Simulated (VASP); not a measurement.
# Sr4Ti3O10 in VASP: single point with PBEsol

Aim: the single point of Sr4Ti3O10 with PBEsol.

All numbers are computed with VASP 6.6.1; they aren't measurements. Logs are shortened: lines on timing, memory, paths and dates and some standing lists are left out, and cuts for length are marked.

## Step 1: The cell of the first run

The cell holds a slab with vacuum, 34 atoms: a = 5.487 Å, b = 5.487 Å, c = 26.713 Å, α = 90.00°, β = 90.00°, γ = 90.00°.

## Step 2: Single point, PBEsol

Contents of INCAR:

```
PREC     = Accurate       # precision mode
ENCUT    = 520            # plane-wave cutoff, eV
EDIFF    = 1E-6           # SCF threshold, eV
ISMEAR   = 0              # smearing method
SIGMA    = 0.05           # smearing width, eV
LREAL    = Auto         
LASPH    = T              # aspherical terms in the spheres
NELM     = 80             # most SCF steps
ALGO     = Normal         # electronic algorithm
ISIF     = 2              # what is computed and relaxed
LWAVE    = F              # write WAVECAR
LCHARG   = T              # write CHGCAR
LDIPOL   = T            
IDIPOL   = 3            
DIPOL    = 0.5 0.5 0.500
GGA      = PS             # functional
LELF     = T              # ELF
LVHAR    = T            
LVACPOTAV= T            
NBANDS   = 159            # bands
```

Contents of KPOINTS:

```
regular mesh
0
Gamma
  5 5 1
```

Contents of POSCAR:

```
Sr4Ti3O10
1.0
    5.4870893870      0.0000000000      0.0000000000
    0.0000000000      5.4870893870      0.0000000000
    0.0000000000      0.0000000000     26.7129398907
Sr O Ti
8 20 6
Direct
    0.5000000000      0.0000000000      0.2879646750
    0.0000000000      0.5000000000      0.2879646750
    0.0000000000      0.5000000000      0.4282671851
    0.5000000000      0.0000000000      0.4282671851
    0.5000000000      0.0000000000      0.5717328479
    0.0000000000      0.5000000000      0.5717328479
    0.0000000000      0.5000000000      0.7120352917
    0.5000000000      0.0000000000      0.7120352917
    0.0000000000      0.0000000000      0.2803663663
    0.5000000000      0.5000000000      0.2803663663
    0.7698308540      0.7301691460      0.3534099140
    0.2698308540      0.7698308540      0.3534099140
    0.2301691460      0.2698308540      0.3534099140
    0.7301691460      0.2301691460      0.3534099140
    0.5000000000      0.5000000000      0.4269189012
    0.0000000000      0.0000000000      0.4269189012
    0.2725706310      0.2274293690      0.5000000125
    0.7725706310      0.2725706310      0.5000000125
    0.7274293690      0.7725706310      0.5000000125
    0.2274293690      0.7274293690      0.5000000125
    0.0000000000      0.0000000000      0.5730810744
    0.5000000000      0.5000000000      0.5730810744
    0.7698306137      0.7301693863      0.6465900830
    0.2698306137      0.7698306137      0.6465900830
    0.2301693863      0.2698306137      0.6465900830
    0.7301693863      0.2301693863      0.6465900830
    0.5000000000      0.5000000000      0.7196336458
    0.0000000000      0.0000000000      0.7196336458
    0.5000000000      0.5000000000      0.3517561330
    0.0000000000      0.0000000000      0.3517561330
    0.0000000000      0.0000000000      0.4999999913
    0.5000000000      0.5000000000      0.4999999913
    0.5000000000      0.5000000000      0.6482438692
    0.0000000000      0.0000000000      0.6482438692
```

Potentials or basis: VASP PAW PBE potentials, release 64 (Sr_sv, O, Ti_sv).

On the command line:

```bash
$ cat potpaw_PBE.64/Sr_sv/POTCAR potpaw_PBE.64/O/POTCAR potpaw_PBE.64/Ti_sv/POTCAR > POTCAR
$ mpirun -np 1 vasp_std > vasp.out
```

OUTCAR:

```text
PREC = Accurate
   ENCUT = 520
   EDIFF = 1E-6
   ISMEAR = 0
   LREAL = Auto
   LASPH = T
   NELM = 80
   ISIF = 2
   GGA = PS

 ion  position               nearest neighbor table
   1  0.500  0.000  0.288-  12 2.50  14 2.50  13 2.73  11 2.73   9 2.75  10 2.75  10 2.75   9 2.75
                            29 3.23  29 3.23  30 3.23  30 3.23   4 3.75   2 3.88   2 3.88   2 3.88
   2  0.000  0.500  0.288-  11 2.50  13 2.50  12 2.73  14 2.73   9 2.75  10 2.75   9 2.75  10 2.75
                            29 3.23  30 3.23  30 3.23  29 3.23   3 3.75   1 3.88   1 3.88   1 3.88
   3  0.000  0.500  0.428-  18 2.61  20 2.61  11 2.68  13 2.68  15 2.74  16 2.74  16 2.74  15 2.74
                            19 2.85  17 2.85  12 2.90  14 2.90  31 3.35  31 3.35  32 3.35  32 3.35
   4  0.500  0.000  0.428-  17 2.61  19 2.61  12 2.68  14 2.68  15 2.74  16 2.74  15 2.74  16 2.74
                            18 2.85  20 2.85  13 2.90  11 2.90  31 3.35  32 3.35  32 3.35  31 3.35
   5  0.500  0.000  0.572-  17 2.61  19 2.61  24 2.68  26 2.68  21 2.74  22 2.74  22 2.74  21 2.74
                            18 2.85  20 2.85  25 2.90  23 2.90  31 3.35  32 3.35  32 3.35  31 3.35
   6  0.000  0.500  0.572-  18 2.61  20 2.61  23 2.68  25 2.68  21 2.74  22 2.74  21 2.74  22 2.74
                            19 2.85  17 2.85  24 2.90  26 2.90  31 3.35  31 3.35  32 3.35  32 3.35
   7  0.000  0.500  0.712-  23 2.50  25 2.50  24 2.73  26 2.73  27 2.75  28 2.75  28 2.75  27 2.75
                            33 3.23  34 3.23  34 3.23  33 3.23   6 3.75   8 3.88   8 3.88   8 3.88
   8  0.500  0.000  0.712-  24 2.50  26 2.50  25 2.73  23 2.73  27 2.75  28 2.75  27 2.75  28 2.75
                            33 3.23  33 3.23  34 3.23  34 3.23   5 3.75   7 3.88   7 3.88   7 3.88
   9  0.000  0.000  0.280-  30 1.91   2 2.75   1 2.75   2 2.75   1 2.75
[... 17 lines left out ...]
  27  0.500  0.500  0.720-  33 1.91   8 2.75   7 2.75   8 2.75   7 2.75
  28  0.000  0.000  0.720-  34 1.91   8 2.75   7 2.75   7 2.75   8 2.75
  29  0.500  0.500  0.352-  10 1.91  11 1.95  12 1.95  13 1.95  14 1.95  15 2.01   1 3.23   2 3.23
                             1 3.23   2 3.23   3 3.42   4 3.42   4 3.42   3 3.42
  30  0.000  0.000  0.352-   9 1.91  11 1.95  12 1.95  13 1.95  14 1.95  16 2.01   1 3.23   2 3.23
                             2 3.23   1 3.23   3 3.42   3 3.42   4 3.42   4 3.42
  31  0.000  0.000  0.500-  17 1.95  18 1.95  19 1.95  20 1.95  21 1.95  16 1.95   3 3.35   4 3.35
                             3 3.35   4 3.35   5 3.35   6 3.35   6 3.35   5 3.35
  32  0.500  0.500  0.500-  17 1.95  18 1.95  19 1.95  20 1.95  22 1.95  15 1.95   3 3.35   4 3.35
                             4 3.35   3 3.35   5 3.35   5 3.35   6 3.35   6 3.35
  33  0.500  0.500  0.648-  27 1.91  24 1.95  25 1.95  26 1.95  23 1.95  22 2.01   7 3.23   8 3.23
                             8 3.23   7 3.23   5 3.42   5 3.42   6 3.42   6 3.42
  34  0.000  0.000  0.648-  28 1.91  24 1.95  25 1.95  26 1.95  23 1.95  21 2.01   7 3.23   8 3.23
                             7 3.23   8 3.23   6 3.42   5 3.42   5 3.42   6 3.42

  LATTYP: Found a simple tetragonal cell.
 ALAT       =     5.4870893870
 C/A-ratio  =     4.8683259934

  Lattice vectors:

 A1 = (   5.4870893870,   0.0000000000,   0.0000000000)
 A2 = (   0.0000000000,   5.4870893870,   0.0000000000)
 A3 = (   0.0000000000,   0.0000000000,  26.7129398907)

Analysis of symmetry for initial positions (statically):
=====================================================================
 Subroutine PRICEL returns:
 Original cell was already a primitive cell.

 Routine SETGRP: Setting up the symmetry group for a
 simple tetragonal supercell.

 Subroutine GETGRP returns: Found 16 space group operations
 (whereof  8 operations were pure point group operations)
 out of a pool of 16 trial point group operations.

The static configuration has the point symmetry C_4h.
 The point group associated with its full space group is D_4h.

Analysis of symmetry for dynamics (positions and initial velocities):
=====================================================================
 Subroutine PRICEL returns:
 Original cell was already a primitive cell.

 Routine SETGRP: Setting up the symmetry group for a
 simple tetragonal supercell.

 Subroutine GETGRP returns: Found 16 space group operations
 (whereof  8 operations were pure point group operations)
 out of a pool of 16 trial point group operations.

The dynamic configuration has the point symmetry C_4h.
 The point group associated with its full space group is D_4h.

 Subroutine INISYM returns: Found 16 space group operations
 (whereof  8 operations are pure point group operations),
 and found     1 'primitive' translations

----------------------------------------------------------------------------------------

                                     Primitive cell

  volume of cell :     804.2772

  direct lattice vectors                    reciprocal lattice vectors
[... 99 lines left out ...]
     0.000000000  0.000000000  0.000000000

 Subroutine IBZKPT returns following result:
 ===========================================

 Found      6 irreducible k-points:

 Following reciprocal coordinates:
            Coordinates               Weight
  0.000000  0.000000  0.000000      1.000000
  0.200000  0.000000  0.000000      4.000000
  0.400000  0.000000  0.000000      4.000000
  0.200000  0.200000  0.000000      4.000000
  0.400000  0.200000  0.000000      8.000000
  0.400000  0.400000  0.000000      4.000000
   k-points           NKPTS =      6   k-points in BZ     NKDIM =      6   number of bands    NBANDS=    159
   number of dos      NEDOS =    301   number of ions     NIONS =     34
   total plane-waves  NPLWV = 352800
   dimension x,y,z NGX =    42 NGY =   42 NGZ =  200
   dimension x,y,z NGXF=    84 NGYF=   84 NGZF=  400
   ions per type =               8  20   6
   NGX,Y,Z   is equivalent  to a cutoff of  12.73, 12.73, 12.45 a.u.
   NGXF,Y,Z  is equivalent  to a cutoff of  25.45, 25.45, 24.89 a.u.
 SYSTEM =  unknown system
   PREC   = accura    normal or accurate (medium, high low for compatibility)
   ISTART =      0    job   : 0-new  1-cont  2-samecut
   ICHARG =      2    charge: 1-file 2-atom 10-const
   ISPIN  =      1    spin polarized calculation?
   LNONCOLLINEAR =      F non collinear calculations
   LSORBIT =      F    spin-orbit coupling
   LASPH  =      T    aspherical Exc in radial PAW
   ENCUT  =  520.0 eV  38.22 Ry    6.18 a.u.  10.20 10.20 49.67*2*pi/ulx,y,z
   NELM   =     80;   NELMIN=  2; NELMDL= -5     # of ELM steps
   EDIFF  = 0.1E-05   stopping-criterion for ELM
   LREAL  =      T    real-space projection
   EDIFFG = 0.1E-04   stopping-criterion for IOM
   NSW    =      0    number of steps for IOM
   IBRION =     -1    ionic relax: 0-MD 1-quasi-New 2-CG
   NFREE  =      0    steps in history (QN), initial steepest desc. (CG)
   ISIF   =      2    stress and relaxation
   ISYM   =      2    0-nonsym 1-usesym 2-fastsym
   POTIM  = 0.5000    time-step for ionic-motion
   TEBEG  =    0.0;   TEEND  =   0.0 temperature during run
   PSTRESS=    0.0 pullay stress
   NELECT =     272.0000    total number of electrons
   NUPDOWN=      -1.0000    fix difference up-down
   EMIN   =  10.00;   EMAX   =-10.00  energy-range for DOS
   EFERMI =   0.00;   METHOD = LEGACY
   ISMEAR =     0;   SIGMA  =   0.05  broadening in eV -4-tet -1-fermi 0-gaus
   EFERMI_NEDOS =   21; number of points for ismear=-14 and -15
   IALGO  =     38    algorithm
   IMIX   =      4    mixing-type and parameters
     AMIX     =   0.40;   BMIX     =  1.00
     AMIX_MAG =   1.60;   BMIX_MAG =  1.00
  volume/ion in A,a.u.               =      23.66       159.63
  Fermi-wavevector in a.u.,A,eV,Ry     =   1.140589  2.155401 17.700411  1.300943
  Thomas-Fermi vector in A             =   2.277291
   LORBIT       =      0    0 simple, 1 ext, 2 COOP (PROOUT), +10 PAW based schemes
   GGA     = PS    functional components
   LHFCALC =     F    Hartree Fock is set to
   AEXX    =    0.0000 exact exchange contribution
   IVDW    =     0    specifies the selected vdW correction
   LEPSILON=     F    determine dielectric tensor
   LRPA    =     F    only Hartree local field effects (RPA)
 non-spin polarized calculation
 Gauss-broadening in eV      SIGMA  =   0.05
  energy-cutoff  :      520.00
  volume of cell :      804.28
 maximum number of plane-waves:     21716
 NGX is ok and might be reduce to    42
   NGX = 21   NGY = 21   NGZ = 99

 number of electron     271.9999990 magnetization

 dipolmoment           0.000000      0.000000      0.000005 electrons x Angstroem

 Free energy of the ion-electron system (eV)
  ---------------------------------------------------
  ext. energy  EPLUGINS =         0.00000000
  ---------------------------------------------------
  free energy    TOTEN  =      -275.37556027 eV

  energy without entropy =     -275.37556027  energy(sigma->0) =     -275.37556027

 E-fermi :   0.4587     XC(G=0):  -6.3996

 val. band max:        0.1053845313   @ k =   0.4000   0.4000   0.0000
 cond. band min:       2.0192997852   @ k =   0.0000   0.0000   0.0000
 fundamental gap:      1.9139152539
 Fermi energy:         0.4587277799

 k-point     1 :       0.0000    0.0000    0.0000
  band No.  band energies     occupation
      1     -55.8862      2.00000
      2     -55.8861      2.00000
      3     -55.8825      2.00000
      4     -55.8825      2.00000
      5     -55.7968      2.00000
      6     -55.7933      2.00000
[... 895 lines left out ...]
    147       3.9286      0.00000
    148       3.9555      0.00000
 [bands above 148 left out]

------------------------ aborting loop because EDIFF is reached ----------------------------------------

  FORCE on cell =-STRESS in cart. coord.  units (eV):
  Direction    XX          YY          ZZ          XY          YZ          ZX
  --------------------------------------------------------------------------------------
  -------------------------------------------------------------------------------------
  Total       -2.7107454     -2.7107454      1.7264906      0.0000000     -0.0000000      0.0000000
  in kB       -5.3999975     -5.3999975      3.4392920      0.0000000     -0.0000000      0.0000000
  external PRESSURE =      -2.4535677 kB  Pullay stress =       0.0000000 kB

 VOLUME and BASIS-vectors are now :
 -----------------------------------------------------------------------------
  energy-cutoff  :      520.00
  volume of cell :      804.28
      direct lattice vectors                 reciprocal lattice vectors
     5.487089387  0.000000000  0.000000000     0.182245983  0.000000000  0.000000000
     0.000000000  5.487089387  0.000000000     0.000000000  0.182245983  0.000000000
     0.000000000  0.000000000 26.712939891     0.000000000  0.000000000  0.037435041

 POSITION                                       TOTAL-FORCE (eV/Angst)
 -----------------------------------------------------------------------------------
      2.74354      0.00000      7.69238         0.000000      0.000000     -0.075221
      0.00000      2.74354      7.69238         0.000000     -0.000000     -0.075221
      0.00000      2.74354     11.44028         0.000000     -0.000000     -0.010452
      2.74354      0.00000     11.44028         0.000000      0.000000     -0.010452
      2.74354      0.00000     15.27267         0.000000     -0.000000      0.010452
      0.00000      2.74354     15.27267         0.000000      0.000000      0.010452
[... 26 lines left out ...]
      2.74354      2.74354     17.31650         0.000000     -0.000000     -0.020620
      0.00000      0.00000     17.31650         0.000000     -0.000000     -0.020620
 -----------------------------------------------------------------------------------
    total drift:                                0.000000      0.000000      0.000732

  FREE ENERGIE OF THE ION-ELECTRON SYSTEM (eV)
  ---------------------------------------------------
  free  energy   TOTEN  =      -275.3755602683 eV

  energy  without entropy=     -275.3755602683  energy(sigma->0) =     -275.37556027

 vacuum level on the upper side and lower side of the slab         3.981         3.981
```

It took 76 min on 1 thread of Oxide Virtual Turin-like, shared host; peak memory 0.97 GiB.

What came out:

| Property | Result |
| --- | --- |
| Free energy | -275.3756 eV |
| Largest force | 0.075 eV/Å |
| Band gap on the k mesh | 1.91 eV (least direct gap 1.93 eV) |

Forces in eV/Å, atoms in the order of the input:
```
Sr   0.000  0.000 -0.075
Sr   0.000  0.000 -0.075
Sr   0.000  0.000 -0.010
Sr   0.000  0.000 -0.010
Sr   0.000  0.000  0.010
Sr   0.000  0.000  0.010
Sr   0.000  0.000  0.075
Sr   0.000  0.000  0.075
O    0.000  0.000 -0.057
O    0.000  0.000 -0.057
O   -0.007  0.007  0.015
O   -0.007 -0.007  0.015
O    0.007 -0.007  0.015
O    0.007  0.007  0.015
O    0.000  0.000 -0.002
O    0.000  0.000 -0.002
O   -0.003  0.003  0.000
O   -0.003 -0.003  0.000
O    0.003 -0.003  0.000
O    0.003  0.003  0.000
O    0.000  0.000  0.002
O    0.000  0.000  0.002
O   -0.007  0.007 -0.015
O   -0.007 -0.007 -0.015
O    0.007 -0.007 -0.015
O    0.007  0.007 -0.015
O    0.000  0.000  0.057
O    0.000  0.000  0.057
Ti   0.000  0.000  0.021
Ti   0.000  0.000  0.021
Ti   0.000  0.000  0.000
Ti   0.000  0.000  0.000
Ti   0.000  0.000 -0.021
Ti   0.000  0.000 -0.021
```

Levels at points of the mesh, in eV from the valence-band top:
```tsv
k point	band 133	band 134	band 135	band 136	band 137	band 138	band 139	band 140
(0.00, 0.00, 0.00)	-0.22	-0.03	-0.02	-0.02	1.91	1.92	2.17	2.49
```

Caveat: the PAW data sets were made with another functional, which shifts forces and pressure a little.
